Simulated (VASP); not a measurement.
# O (Fm-3m) in VASP: further runs

Runs on O. Level: PBEsol. Tasks: single point.

Everything below comes from runs of VASP 6.6.1. Logs are shortened: lines on timing, memory, paths and dates and some standing lists are left out, and cuts for length are marked.

## (1) The cell of the first run

It takes space group Fm-3m (No. 225, cubic). Conventional cell: a = 2.824 Å, b = 2.824 Å, c = 2.824 Å, α = 90.00°, β = 90.00°, γ = 90.00°. O (site symmetry m-3m) has 12 O at 2.00 Å within 2.6 Å.

## (2) Single point, PBEsol (volume scaled by 0.75)

INCAR reads:

```
SYSTEM = O
PREC = Accurate
ENCUT = 520
EDIFF = 1E-6
ISMEAR = -1
SIGMA = 0.08
LREAL = .FALSE.
LASPH = .TRUE.
NELM = 80
ALGO = Normal
ISIF = 2
LWAVE = .FALSE.
LCHARG = .TRUE.
GGA = PS
LELF = .TRUE.
LVHAR = .TRUE.
NBANDS = 9
```

KPOINTS reads:

```
regular mesh
0
G
  18 18 18
  0 0 0
```

POSCAR reads:

```
O
1.0
    0.0000000000      1.4118875738      1.4118875738
    1.4118875738      0.0000000000      1.4118875738
    1.4118875738      1.4118875738      0.0000000000
O
1
Direct
    0.0000000000      0.0000000000      0.0000000000
```

Potentials or basis: VASP PAW PBE potentials, release 64 (O).

On the command line:

```bash
$ cat potpaw_PBE.64/O/POTCAR > POTCAR
$ mpirun -np 1 vasp_std > vasp.out
```

OUTCAR:

```text
SYSTEM = O
   PREC = Accurate
   ENCUT = 520
   EDIFF = 1E-6
   ISMEAR = -1
   LREAL = .FALSE.
   LASPH = .TRUE.
   NELM = 80
   ISIF = 2
   GGA = PS

 ion  position               nearest neighbor table
   1  0.000  0.000  0.000-

  LATTYP: Found a face centered cubic cell.
 ALAT       =     2.8237751476

  Lattice vectors:

 A1 = (   0.0000000000,   1.4118875738,   1.4118875738)
 A2 = (   1.4118875738,   0.0000000000,   1.4118875738)
 A3 = (   1.4118875738,   1.4118875738,   0.0000000000)

Analysis of symmetry for initial positions (statically):
=====================================================================
 Subroutine PRICEL returns:
 Original cell was already a primitive cell.

 Routine SETGRP: Setting up the symmetry group for a
 face centered cubic supercell.

 Subroutine GETGRP returns: Found 48 space group operations
 (whereof 48 operations were pure point group operations)
 out of a pool of 48 trial point group operations.

The static configuration has the point symmetry O_h .

Analysis of symmetry for dynamics (positions and initial velocities):
=====================================================================
 Subroutine PRICEL returns:
 Original cell was already a primitive cell.

 Routine SETGRP: Setting up the symmetry group for a
 face centered cubic supercell.

 Subroutine GETGRP returns: Found 48 space group operations
 (whereof 48 operations were pure point group operations)
 out of a pool of 48 trial point group operations.

The dynamic configuration has the point symmetry O_h .

 Subroutine INISYM returns: Found 48 space group operations
 (whereof 48 operations are pure point group operations),
 and found     1 'primitive' translations

----------------------------------------------------------------------------------------

                                     Primitive cell

  volume of cell :       5.6290

  direct lattice vectors                    reciprocal lattice vectors
     0.000000000  1.411887574  1.411887574    -0.354135846  0.354135846  0.354135846
     1.411887574  0.000000000  1.411887574     0.354135846 -0.354135846  0.354135846
     1.411887574  1.411887574  0.000000000     0.354135846  0.354135846 -0.354135846

  length of vectors
     1.996710555  1.996710555  1.996710555     0.613381278  0.613381278  0.613381278

  position of ions in fractional coordinates (direct lattice)
     0.000000000  0.000000000  0.000000000

  ion indices of the primitive-cell ions
   primitive index   ion index
                 1           1

----------------------------------------------------------------------------------------

 KPOINTS: regular mesh

Automatic generation of k-mesh.
 Grid dimensions read from file:
 generate k-points for:   18   18   18

 Generating k-lattice:

  Cartesian coordinates                     Fractional coordinates (reciprocal lattice)
    -0.019674214  0.019674214  0.019674214     0.055555556  0.000000000  0.000000000
     0.019674214 -0.019674214  0.019674214     0.000000000  0.055555556  0.000000000
     0.019674214  0.019674214 -0.019674214     0.000000000  0.000000000  0.055555556

  Length of vectors
     0.034076738  0.034076738  0.034076738

  Shift w.r.t. Gamma in fractional coordinates (k-lattice)
     0.000000000  0.000000000  0.000000000

 Subroutine IBZKPT returns following result:
 ===========================================

 Found    195 irreducible k-points:

 Following reciprocal coordinates:
            Coordinates               Weight
  0.000000  0.000000  0.000000      1.000000
  0.055556  0.000000  0.000000      8.000000
  0.111111  0.000000  0.000000      8.000000
  0.166667  0.000000  0.000000      8.000000
  0.222222  0.000000  0.000000      8.000000
  0.277778  0.000000  0.000000      8.000000
[... 16 lines left out ...]
 -0.277778  0.055556  0.000000     24.000000
 -0.222222  0.055556  0.000000     24.000000
 [... further k-points ...]
   k-points           NKPTS =    195   k-points in BZ     NKDIM =    195   number of bands    NBANDS=      9
   number of dos      NEDOS =    301   number of ions     NIONS =      1
   total plane-waves  NPLWV =   4096
   dimension x,y,z NGX =    16 NGY =   16 NGZ =   16
   dimension x,y,z NGXF=    32 NGYF=   32 NGZF=   32
   ions per type =               1
   NGX,Y,Z   is equivalent  to a cutoff of  13.32, 13.32, 13.32 a.u.
   NGXF,Y,Z  is equivalent  to a cutoff of  26.64, 26.64, 26.64 a.u.
 SYSTEM =  O
   PREC   = accura    normal or accurate (medium, high low for compatibility)
   ISTART =      0    job   : 0-new  1-cont  2-samecut
   ICHARG =      2    charge: 1-file 2-atom 10-const
   ISPIN  =      1    spin polarized calculation?
   LNONCOLLINEAR =      F non collinear calculations
   LSORBIT =      F    spin-orbit coupling
   LASPH  =      T    aspherical Exc in radial PAW
   ENCUT  =  520.0 eV  38.22 Ry    6.18 a.u.   3.71  3.71  3.71*2*pi/ulx,y,z
   NELM   =     80;   NELMIN=  2; NELMDL= -5     # of ELM steps
   EDIFF  = 0.1E-05   stopping-criterion for ELM
   LREAL  =      F    real-space projection
   EDIFFG = 0.1E-04   stopping-criterion for IOM
   NSW    =      0    number of steps for IOM
   IBRION =     -1    ionic relax: 0-MD 1-quasi-New 2-CG
   NFREE  =      0    steps in history (QN), initial steepest desc. (CG)
   ISIF   =      2    stress and relaxation
   ISYM   =      2    0-nonsym 1-usesym 2-fastsym
   POTIM  = 0.5000    time-step for ionic-motion
   TEBEG  =    0.0;   TEEND  =   0.0 temperature during run
   PSTRESS=    0.0 pullay stress
   NELECT =       6.0000    total number of electrons
   NUPDOWN=      -1.0000    fix difference up-down
   EMIN   =  10.00;   EMAX   =-10.00  energy-range for DOS
   EFERMI =   0.00;   METHOD = LEGACY
   ISMEAR =    -1;   SIGMA  =   0.08  broadening in eV -4-tet -1-fermi 0-gaus
   EFERMI_NEDOS =   21; number of points for ismear=-14 and -15
   IALGO  =     38    algorithm
   IMIX   =      4    mixing-type and parameters
     AMIX     =   0.40;   BMIX     =  1.00
     AMIX_MAG =   1.60;   BMIX_MAG =  1.00
  volume/ion in A,a.u.               =       5.63        37.99
  Fermi-wavevector in a.u.,A,eV,Ry     =   1.672304  3.160196 38.050045  2.796599
  Thomas-Fermi vector in A             =   2.757474
   LORBIT       =      0    0 simple, 1 ext, 2 COOP (PROOUT), +10 PAW based schemes
   GGA     = PS    functional components
   LHFCALC =     F    Hartree Fock is set to
   AEXX    =    0.0000 exact exchange contribution
   IVDW    =     0    specifies the selected vdW correction
   LEPSILON=     F    determine dielectric tensor
   LRPA    =     F    only Hartree local field effects (RPA)
 non-spin polarized calculation
  energy-cutoff  :      520.00
  volume of cell :        5.63
 maximum number of plane-waves:       169
   NGX =  7   NGY =  7   NGZ =  7

 number of electron       6.0000004 magnetization

 Free energy of the ion-electron system (eV)
  ---------------------------------------------------
  ext. energy  EPLUGINS =         0.00000000
  ---------------------------------------------------
  free energy    TOTEN  =        -2.23004561 eV

  energy without entropy =       -2.21296290  energy(sigma->0) =       -2.22150425

 E-fermi :   7.0010     XC(G=0): -14.4658

 val. band max:        6.9801348976   @ k =   0.5000   0.1667   0.0556
 cond. band min:       7.0237625868   @ k =   0.2222   0.1111   0.0556
 fundamental gap:      0.0436276892
 Fermi energy:         7.0009915761

 k-point     1 :       0.0000    0.0000    0.0000
  band No.  band energies     occupation
      1     -18.7333      2.00000
      2      10.0442      0.00000
      3      10.0442      0.00000
      4      10.0442      0.00000
      5      32.6127      0.00000
      6      45.9800      0.00000
      7      45.9800      0.00000
      8      45.9800      0.00000
      9      51.5221      0.00000

 k-point     2 :       0.0556    0.0000    0.0000
  band No.  band energies     occupation
      1     -18.6009      2.00000
      2       9.6991      0.00000
      3      10.0008      0.00000
      4      10.0008      0.00000
      5      32.7561      0.00000
      6      44.3851      0.00000
      7      46.1395      0.00000
      8      46.1395      0.00000
      9      53.4089      0.00000

 k-point     3 :       0.1111    0.0000    0.0000
  band No.  band energies     occupation
      1     -18.2060      2.00000
      2       8.7034      0.00000
      3       9.8779      0.00000
      4       9.8779      0.00000
      5      33.1415      0.00000
      6      41.8920      0.00000
      7      46.5134      0.00000
      8      46.5134      0.00000
      9      55.8184      0.00000

 k-point     4 :       0.1667    0.0000    0.0000
  band No.  band energies     occupation
      1     -17.5560      2.00000
      2       7.1667      0.22373
      3       9.6937      0.00000
      4       9.6937      0.00000
      5      33.6325      0.00000
      6      39.7506      0.00000
      7      46.7332      0.00000
      8      46.7332      0.00000
      9      55.1455      0.00000
[... 205 lines left out ...]
 k-point    22 :      -0.3333    0.0556    0.0000
  band No.  band energies     occupation
      1     -13.7143      2.00000
      2       0.2041      2.00000
      3       8.4910      0.00000
      4       9.1160      0.00000
      5      33.6551      0.00000
      6      37.1315      0.00000
      7      43.2072      0.00000
      8      44.2596      0.00000
      9      52.9572      0.00000

 k-point    23 :      -0.2778    0.0556    0.0000
  band No.  band energies     occupation
      1     -15.0320      2.00000
      2       2.3862      2.00000
      3       8.6536      0.00000
      4       9.3506      0.00000
      5      34.0314      0.00000
      6      37.2633      0.00000
      7      43.9229      0.00000
      8      45.2612      0.00000
      9      53.7597      0.00000

 k-point    24 :      -0.2222    0.0556    0.0000
  band No.  band energies     occupation
      1     -16.2035      2.00000
      2       4.5551      2.00000
      3       8.8785      0.00000
      4       9.5865      0.00000
      5      34.1523      0.00000
      6      37.7788      0.00000
      7      44.8488      0.00000
      8      46.3988      0.00000
      9      53.4006      0.00000

 [... further k-points ...]
[... 5 lines left out ...]
  --------------------------------------------------------------------------------------
  -------------------------------------------------------------------------------------
  Total        3.3256895      3.3256895      3.3256895      0.0000000      0.0000000      0.0000000
  in kB      946.5900444    946.5900444    946.5900444      0.0000000      0.0000000      0.0000000
  external PRESSURE =     946.5900444 kB  Pullay stress =       0.0000000 kB

 VOLUME and BASIS-vectors are now :
 -----------------------------------------------------------------------------
  energy-cutoff  :      520.00
  volume of cell :        5.63
      direct lattice vectors                 reciprocal lattice vectors
     0.000000000  1.411887574  1.411887574    -0.354135846  0.354135846  0.354135846
     1.411887574  0.000000000  1.411887574     0.354135846 -0.354135846  0.354135846
     1.411887574  1.411887574  0.000000000     0.354135846  0.354135846 -0.354135846

 POSITION                                       TOTAL-FORCE (eV/Angst)
 -----------------------------------------------------------------------------------
      0.00000      0.00000      0.00000         0.000000      0.000000      0.000000
 -----------------------------------------------------------------------------------
    total drift:                                0.000000     -0.000000     -0.000000

  FREE ENERGIE OF THE ION-ELECTRON SYSTEM (eV)
  ---------------------------------------------------
  free  energy   TOTEN  =        -2.2300456065 eV

  energy  without entropy=       -2.2129628971  energy(sigma->0) =       -2.22150425
```

Run time: 12 s. Hardware: 1 thread of AMD EPYC 7R43 (Zen 3), shared host; peak memory 0.08 GiB.

Results:

| Quantity | Value |
| --- | --- |
| Free energy | -2.2300 eV |
| Pressure | 94.7 GPa |
| Band gap on the k mesh | zero (band 3 reaches 10.04 eV, above the bottom of band 4 at 4.24 eV) |

Levels at points of the mesh, in eV from the Fermi level:
```
           k point  band 1  band 2  band 3  band 4  band 5  band 6
(0.00, 0.00, 0.00)  -25.73    3.04    3.04    3.04   25.61   38.98
(0.50, 0.00, 0.00)  -18.19  -10.60    1.76    1.76   25.79   30.64
(0.50, 0.50, 0.00)  -15.47   -8.93   -1.22   -1.22   17.80   22.80
```

Caveat: the PAW data sets were made with another functional, which shifts forces and pressure a little.

## (3) Single point, PBEsol (volume scaled by 0.85)

INCAR reads:

```
SYSTEM = O
PREC     = Accurate       ! precision mode
ENCUT    = 520            ! plane-wave cutoff, eV
EDIFF    = 1E-6           ! SCF threshold, eV
ISMEAR   = -1             ! smearing method
SIGMA    = 0.08           ! smearing width, eV
LREAL    = .False.        ! projectors in reciprocal space
LASPH    = .True.         ! aspherical terms in the spheres
NELM     = 60             ! most SCF steps
ALGO     = Normal         ! electronic algorithm
ISIF     = 2              ! what is computed and relaxed
LWAVE    = .False.        ! write WAVECAR
LCHARG   = .True.         ! write CHGCAR
GGA      = PS             ! functional
LELF     = .True.         ! ELF
LVHAR    = .True.       
NBANDS   = 9              ! bands
```

KPOINTS reads:

```
Automatic mesh
0
Gamma
  18 18 18
  0 0 0
```

POSCAR reads:

```
O
1.0
    0.0000000000      1.4720390693      1.4720390693
    1.4720390693      0.0000000000      1.4720390693
    1.4720390693      1.4720390693      0.0000000000
O
1
Direct
    0.0000000000      0.0000000000      0.0000000000
```

Potentials or basis: VASP PAW PBE potentials, release 64 (O).

On the command line:

```bash
$ cat potpaw_PBE.64/O/POTCAR > POTCAR
$ mpirun -np 1 vasp_std > vasp.out
```

Wall time 12 s (1 thread of AMD EPYC 7R43 (Zen 3), shared host); peak memory 0.08 GiB.

The run converged. Its results:

* Free energy: -2.5371 eV
* Pressure: 40.2 GPa
* Band gap on the k mesh: zero (band 3 reaches 7.53 eV, above the bottom of band 4 at 2.73 eV)

Levels at points of the mesh, in eV from the Fermi level:
| k point | band 1 | band 2 | band 3 | band 4 | band 5 | band 6 | band 7 |
| --- | --- | --- | --- | --- | --- | --- | --- |
| (0.00, 0.00, 0.00) | -23.84 | 2.57 | 2.57 | 2.57 | 22.53 | 37.24 | 37.24 |
| (0.50, 0.00, 0.00) | -17.59 | -9.07 | 1.48 | 1.48 | 24.04 | 28.33 | 34.43 |
| (0.50, 0.50, 0.00) | -15.41 | -7.63 | -1.02 | -1.02 | 17.41 | 22.39 | 33.97 |

Caveat: the PAW data sets were made with another functional, which shifts forces and pressure a little.
